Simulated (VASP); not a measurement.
# Sn3C2 (R-3m) in VASP: single point with PBE

Aim: the single point of Sn3C2 with PBE.

Program: VASP 6.6.1. These are calculated values, not measurements. Logs are shortened: lines on timing, memory, paths and dates and some standing lists are left out, and cuts for length are marked.

## 1. The cell of the first run

Symmetry: R-3m, No. 166, trigonal system. Conventional cell: a = 3.514 Å, b = 3.514 Å, c = 24.272 Å, α = 90.00°, β = 90.00°, γ = 120.00°. Sn (site symmetry -3m) has 6 C at 2.56 Å and 12 Sn at 3.39 to 3.51 Å within 3.6 Å. Sn (site symmetry 3m) has 3 C at 2.33 Å within 3.1 Å. C (site symmetry 3m) has 6 Sn at 2.33 to 2.56 Å within 3.1 Å.

## 2. Single point, PBE

INCAR

```
PREC = Accurate ; ENCUT = 520
EDIFF = 1E-6 ; ISMEAR = 0
SIGMA = 0.1 ; LREAL = F
LASPH = T ; NELM = 60
ALGO = Normal ; ISIF = 2
LWAVE = F ; LCHARG = T
GGA = PE ; LELF = T
LVHAR = T ; NBANDS = 33
```

KPOINTS

```
Automatic mesh
0
Gamma
  12 12 12
```

POSCAR

```
Sn3C2
1.0
    1.7568572621      1.0143220132      8.0906797992
   -1.7568572621      1.0143220132      8.0906797992
    0.0000000000     -2.0286440264      8.0906797992
Sn C
3 2
Direct
    0.0000000000      0.0000000000      0.0000000000
    0.2215130593      0.2215130593      0.2215130593
    0.7784869407      0.7784869407      0.7784869407
    0.3976921939      0.3976921939      0.3976921939
    0.6023078061      0.6023078061      0.6023078061
```

Potentials or basis: VASP PAW PBE potentials, release 64 (Sn_d, C).

Command:

```
$ cat potpaw_PBE.64/Sn_d/POTCAR potpaw_PBE.64/C/POTCAR > POTCAR
$ mpirun -np 1 vasp_std > vasp.out
```

OUTCAR:

```text
PREC = Accurate
   ENCUT = 520
   EDIFF = 1E-6
   ISMEAR = 0
   LREAL = F
   LASPH = T
   NELM = 60
   ISIF = 2
   GGA = PE

 ion  position               nearest neighbor table
   1  0.000  0.000  0.000-   5 2.56   4 2.56   5 2.56   5 2.56   4 2.56   4 2.56   2 3.39   3 3.39
                             2 3.39   3 3.39   2 3.39   3 3.39
   2  0.222  0.222  0.222-   5 2.33   5 2.33   5 2.33   3 3.35   3 3.35   3 3.35   1 3.39   1 3.39
                             1 3.39
   3  0.778  0.778  0.778-   4 2.33   4 2.33   4 2.33   2 3.35   2 3.35   2 3.35   1 3.39   1 3.39
                             1 3.39
   4  0.398  0.398  0.398-   3 2.33   3 2.33   3 2.33   1 2.56   1 2.56   1 2.56
   5  0.602  0.602  0.602-   2 2.33   2 2.33   2 2.33   1 2.56   1 2.56   1 2.56

  LATTYP: Found a trigonal (rhomboedric) cell.
 ALAT       =     8.3411327887
 COS(alpha) =     0.9112735957

  Lattice vectors:

 A1 = (   1.7568572621,   1.0143220132,   8.0906797992)
 A2 = (  -1.7568572621,   1.0143220132,   8.0906797992)
 A3 = (   0.0000000000,  -2.0286440264,   8.0906797992)

Analysis of symmetry for initial positions (statically):
=====================================================================
 Subroutine PRICEL returns:
 Original cell was already a primitive cell.

 Routine SETGRP: Setting up the symmetry group for a
 trigonal (rhombohedral) supercell.

 Subroutine GETGRP returns: Found 12 space group operations
 (whereof 12 operations were pure point group operations)
 out of a pool of 12 trial point group operations.

The static configuration has the point symmetry D_3d.

Analysis of symmetry for dynamics (positions and initial velocities):
=====================================================================
 Subroutine PRICEL returns:
 Original cell was already a primitive cell.

 Routine SETGRP: Setting up the symmetry group for a
 trigonal (rhombohedral) supercell.

 Subroutine GETGRP returns: Found 12 space group operations
 (whereof 12 operations were pure point group operations)
 out of a pool of 12 trial point group operations.

The dynamic configuration has the point symmetry D_3d.

 Subroutine INISYM returns: Found 12 space group operations
 (whereof 12 operations are pure point group operations),
 and found     1 'primitive' translations

----------------------------------------------------------------------------------------

                                     Primitive cell

  volume of cell :      86.5065

  direct lattice vectors                    reciprocal lattice vectors
     1.756857262  1.014322013  8.090679799     0.284599102  0.164313368  0.041199669
    -1.756857262  1.014322013  8.090679799    -0.284599102  0.164313368  0.041199669
     0.000000000 -2.028644026  8.090679799     0.000000000 -0.328626737  0.041199669

  length of vectors
     8.341132789  8.341132789  8.341132789     0.331199253  0.331199253  0.331199253

  position of ions in fractional coordinates (direct lattice)
     0.000000000  0.000000000  0.000000000
     0.221513059  0.221513059  0.221513059
     0.778486941  0.778486941  0.778486941
     0.397692194  0.397692194  0.397692194
     0.602307806  0.602307806  0.602307806

  ion indices of the primitive-cell ions
   primitive index   ion index
                 1           1
                 2           2
                 3           3
                 4           4
                 5           5

----------------------------------------------------------------------------------------

 KPOINTS: Automatic mesh

Automatic generation of k-mesh.
 Grid dimensions read from file:
 generate k-points for:   12   12   12

 Generating k-lattice:

  Cartesian coordinates                     Fractional coordinates (reciprocal lattice)
     0.023716592  0.013692781  0.003433306     0.083333333 -0.000000000  0.000000000
    -0.023716592  0.013692781  0.003433306    -0.000000000  0.083333333  0.000000000
     0.000000000 -0.027385561  0.003433306     0.000000000  0.000000000  0.083333333

  Length of vectors
     0.027599938  0.027599938  0.027599938

  Shift w.r.t. Gamma in fractional coordinates (k-lattice)
     0.000000000  0.000000000  0.000000000

 Subroutine IBZKPT returns following result:
 ===========================================

 Found    189 irreducible k-points:

 Following reciprocal coordinates:
            Coordinates               Weight
  0.000000  0.000000  0.000000      1.000000
  0.083333  0.000000  0.000000      6.000000
  0.166667 -0.000000  0.000000      6.000000
  0.250000 -0.000000  0.000000      6.000000
  0.333333 -0.000000  0.000000      6.000000
  0.416667  0.000000  0.000000      6.000000
[... 16 lines left out ...]
  0.500000  0.166667  0.000000     12.000000
 -0.416667  0.166667  0.000000     12.000000
 [... further k-points ...]
   k-points           NKPTS =    189   k-points in BZ     NKDIM =    189   number of bands    NBANDS=     33
   number of dos      NEDOS =    301   number of ions     NIONS =      5
   total plane-waves  NPLWV = 262144
   dimension x,y,z NGX =    64 NGY =   64 NGZ =   64
   dimension x,y,z NGXF=   128 NGYF=  128 NGZF=  128
   ions per type =               3   2
   NGX,Y,Z   is equivalent  to a cutoff of  12.76, 12.76, 12.76 a.u.
   NGXF,Y,Z  is equivalent  to a cutoff of  25.51, 25.51, 25.51 a.u.
 SYSTEM =  unknown system
   PREC   = accura    normal or accurate (medium, high low for compatibility)
   ISTART =      0    job   : 0-new  1-cont  2-samecut
   ICHARG =      2    charge: 1-file 2-atom 10-const
   ISPIN  =      1    spin polarized calculation?
   LNONCOLLINEAR =      F non collinear calculations
   LSORBIT =      F    spin-orbit coupling
   LASPH  =      T    aspherical Exc in radial PAW
   ENCUT  =  520.0 eV  38.22 Ry    6.18 a.u.  15.51 15.51 15.51*2*pi/ulx,y,z
   NELM   =     60;   NELMIN=  2; NELMDL= -5     # of ELM steps
   EDIFF  = 0.1E-05   stopping-criterion for ELM
   LREAL  =      F    real-space projection
   EDIFFG = 0.1E-04   stopping-criterion for IOM
   NSW    =      0    number of steps for IOM
   IBRION =     -1    ionic relax: 0-MD 1-quasi-New 2-CG
   NFREE  =      0    steps in history (QN), initial steepest desc. (CG)
   ISIF   =      2    stress and relaxation
   ISYM   =      2    0-nonsym 1-usesym 2-fastsym
   POTIM  = 0.5000    time-step for ionic-motion
   TEBEG  =    0.0;   TEEND  =   0.0 temperature during run
   PSTRESS=    0.0 pullay stress
   NELECT =      50.0000    total number of electrons
   NUPDOWN=      -1.0000    fix difference up-down
   EMIN   =  10.00;   EMAX   =-10.00  energy-range for DOS
   EFERMI =   0.00;   METHOD = LEGACY
   ISMEAR =     0;   SIGMA  =   0.10  broadening in eV -4-tet -1-fermi 0-gaus
   EFERMI_NEDOS =   21; number of points for ismear=-14 and -15
   IALGO  =     38    algorithm
   IMIX   =      4    mixing-type and parameters
     AMIX     =   0.40;   BMIX     =  1.00
     AMIX_MAG =   1.60;   BMIX_MAG =  1.00
  volume/ion in A,a.u.               =      17.30       116.75
  Fermi-wavevector in a.u.,A,eV,Ry     =   1.363689  2.576998 25.302039  1.859647
  Thomas-Fermi vector in A             =   2.490070
   LORBIT       =      0    0 simple, 1 ext, 2 COOP (PROOUT), +10 PAW based schemes
   GGA     = PE    functional components
   LHFCALC =     F    Hartree Fock is set to
   AEXX    =    0.0000 exact exchange contribution
   IVDW    =     0    specifies the selected vdW correction
   LEPSILON=     F    determine dielectric tensor
   LRPA    =     F    only Hartree local field effects (RPA)
 non-spin polarized calculation
 Gauss-broadening in eV      SIGMA  =   0.10
  energy-cutoff  :      520.00
  volume of cell :       86.51
 maximum number of plane-waves:      2376
 NGX is ok and might be reduce to    64
   NGX = 31   NGY = 31   NGZ = 31

 number of electron      50.0000012 magnetization

 Free energy of the ion-electron system (eV)
  ---------------------------------------------------
  ext. energy  EPLUGINS =         0.00000000
  ---------------------------------------------------
  free energy    TOTEN  =       -24.87024005 eV

  energy without entropy =      -24.86542125  energy(sigma->0) =      -24.86783065

 E-fermi :   9.1080     XC(G=0): -11.1173

 val. band max:        9.1080397345   @ k =   0.4167   0.4167   0.3333
 cond. band min:       9.1273800052   @ k =   0.5000   0.1667   0.1667
 fundamental gap:      0.0193402707
 Fermi energy:         9.1080432806

 k-point     1 :       0.0000    0.0000    0.0000
  band No.  band energies     occupation
      1     -12.6113      2.00000
      2     -12.6012      2.00000
      3     -12.6012      2.00000
      4     -12.5521      2.00000
      5     -12.5521      2.00000
      6     -12.4304      2.00000
[... 25 lines left out ...]
     32      14.2208      0.00000
     33      17.2528      0.00000

 k-point     2 :       0.0833    0.0000    0.0000
  band No.  band energies     occupation
      1     -12.6094      2.00000
      2     -12.6016      2.00000
      3     -12.5944      2.00000
      4     -12.5582      2.00000
      5     -12.5534      2.00000
      6     -12.4349      2.00000
[... 25 lines left out ...]
     32      14.5625      0.00000
     33      16.7205      0.00000

 k-point     3 :       0.1667   -0.0000    0.0000
  band No.  band energies     occupation
      1     -12.6140      2.00000
      2     -12.5931      2.00000
      3     -12.5764      2.00000
      4     -12.5747      2.00000
      5     -12.5563      2.00000
      6     -12.4493      2.00000
[... 25 lines left out ...]
     32      15.2562      0.00000
     33      15.3444      0.00000

 k-point     4 :       0.2500   -0.0000    0.0000
  band No.  band energies     occupation
      1     -12.6239      2.00000
      2     -12.5984      2.00000
      3     -12.5777      2.00000
      4     -12.5678      2.00000
      5     -12.5451      2.00000
      6     -12.4690      2.00000
[... 25 lines left out ...]
     32      15.1437      0.00000
     33      15.1737      0.00000

 k-point     5 :       0.3333   -0.0000    0.0000
  band No.  band energies     occupation
      1     -12.6357      2.00000
      2     -12.6195      2.00000
      3     -12.5738      2.00000
      4     -12.5641      2.00000
      5     -12.5194      2.00000
      6     -12.4887      2.00000
[... 604 lines left out ...]
 k-point    22 :       0.4167    0.1667    0.0000
  band No.  band energies     occupation
      1     -12.6228      2.00000
      2     -12.6073      2.00000
      3     -12.5884      2.00000
      4     -12.5768      2.00000
      5     -12.5212      2.00000
      6     -12.4609      2.00000
[... 25 lines left out ...]
     32      14.5109      0.00000
     33      15.0486      0.00000

 k-point    23 :       0.5000    0.1667    0.0000
  band No.  band energies     occupation
      1     -12.6345      2.00000
      2     -12.6119      2.00000
      3     -12.5957      2.00000
      4     -12.5622      2.00000
      5     -12.5139      2.00000
      6     -12.4713      2.00000
[... 25 lines left out ...]
     32      14.4920      0.00000
     33      16.0197      0.00000

 k-point    24 :      -0.4167    0.1667    0.0000
  band No.  band energies     occupation
      1     -12.6387      2.00000
      2     -12.6132      2.00000
      3     -12.5994      2.00000
      4     -12.5552      2.00000
      5     -12.5123      2.00000
      6     -12.4753      2.00000
[... 25 lines left out ...]
     32      14.9553      0.00000
     33      16.2493      0.00000

 [... further k-points ...]

------------------------ aborting loop because EDIFF is reached ----------------------------------------

  FORCE on cell =-STRESS in cart. coord.  units (eV):
  Direction    XX          YY          ZZ          XY          YZ          ZX
  --------------------------------------------------------------------------------------
  -------------------------------------------------------------------------------------
  Total        0.0115872      0.0115872      0.0158748      0.0000000      0.0000000      0.0000000
  in kB        0.2146056      0.2146056      0.2940146      0.0000000      0.0000000      0.0000000
  external PRESSURE =       0.2410753 kB  Pullay stress =       0.0000000 kB

 VOLUME and BASIS-vectors are now :
 -----------------------------------------------------------------------------
  energy-cutoff  :      520.00
  volume of cell :       86.51
      direct lattice vectors                 reciprocal lattice vectors
     1.756857262  1.014322013  8.090679799     0.284599102  0.164313368  0.041199669
    -1.756857262  1.014322013  8.090679799    -0.284599102  0.164313368  0.041199669
     0.000000000 -2.028644026  8.090679799     0.000000000 -0.328626737  0.041199669

 POSITION                                       TOTAL-FORCE (eV/Angst)
 -----------------------------------------------------------------------------------
      0.00000      0.00000      0.00000         0.000000     -0.000000     -0.000000
      0.00000      0.00000      5.37657         0.000000     -0.000000     -0.009637
      0.00000      0.00000     18.89547         0.000000      0.000000      0.009637
      0.00000      0.00000      9.65280         0.000000     -0.000000     -0.002390
      0.00000      0.00000     14.61924         0.000000     -0.000000      0.002390
 -----------------------------------------------------------------------------------
    total drift:                                0.000000      0.000000     -0.000000

  FREE ENERGIE OF THE ION-ELECTRON SYSTEM (eV)
  ---------------------------------------------------
  free  energy   TOTEN  =       -24.8702400511 eV

  energy  without entropy=      -24.8654212534  energy(sigma->0) =      -24.86783065
```

Wall time 15 min (1 thread of Intel Xeon 6975P-C (Granite Rapids), shared host); peak memory 0.83 GiB.

What came out:

| Item | Value |
| --- | --- |
| Free energy | -24.8702 eV |
| Pressure | 0.0 GPa |
| Largest force | 0.010 eV/Å |
| Band gap on the k mesh | zero (bands 25 and 26 overlap by 2.64 eV) |

Forces on the atoms (eV/Å):
```
Sn   0.000  0.000  0.000
Sn   0.000  0.000 -0.010
Sn   0.000  0.000  0.010
C    0.000  0.000 -0.002
C    0.000  0.000  0.002
```

Caveat: spin-orbit coupling is left out, which moves the levels of the heavy elements.
